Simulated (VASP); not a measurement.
Input of a VASP 6.6.1 run:

POSCAR

```
CdTe
1.0
    0.0000000000      3.2050000000      3.2050000000
    3.2050000000      0.0000000000      3.2050000000
    3.2050000000      3.2050000000      0.0000000000
Cd Te
1 1
Direct
    0.0000000000      0.0000000000      0.0000000000
    0.2500000000      0.2500000000      0.2500000000
```

INCAR.step1

```
SYSTEM = CdTe
PREC = Accurate
ENCUT = 520
ISMEAR = 0
SIGMA = 0.01
LREAL = .False.
LASPH = .True.
NELM = 100
NBANDS = 16
GGA = PE
ALGO = Normal
EDIFF = 1E-4
LWAVE = .True.
LCHARG = .False.
```

INCAR.step2

```
SYSTEM = CdTe
PREC = Accurate
ENCUT = 520
EDIFF = 1E-6
ISMEAR = 0
SIGMA = 0.01
LREAL = .False.
LASPH = .True.
NELM = 100
ALGO = Normal
ISIF = 2
LWAVE = .False.
LCHARG = .False.
METAGGA = R2SCAN
LMIXTAU = .True.
NBANDS = 16
ISTART = 1
```

Contents of KPOINTS:

```
regular mesh
0
Gamma
  6 6 6
  0 0 0
```

Potentials or basis: VASP PAW PBE potentials, release 64 (Cd, Te).

Run with:

```sh
$ cat potpaw_PBE.64/Cd/POTCAR potpaw_PBE.64/Te/POTCAR > POTCAR
$ cp INCAR.step1 INCAR
$ mpirun -np 1 vasp_std > vasp.out
$ cp INCAR.step2 INCAR
$ mpirun -np 1 vasp_std > vasp.out
```

Problem. Predict the band gap on the k mesh.

Solution. 1.38 eV, direct.

Problem. What does it give for the pressure?

Solution. 3.4 GPa.

Caveat: the PAW data sets were made with another functional, which shifts forces and pressure a little; spin-orbit coupling is left out, which moves the levels of the heavy elements. r2SCAN opens gaps a little over a GGA but as a rule still falls short of measured ones.
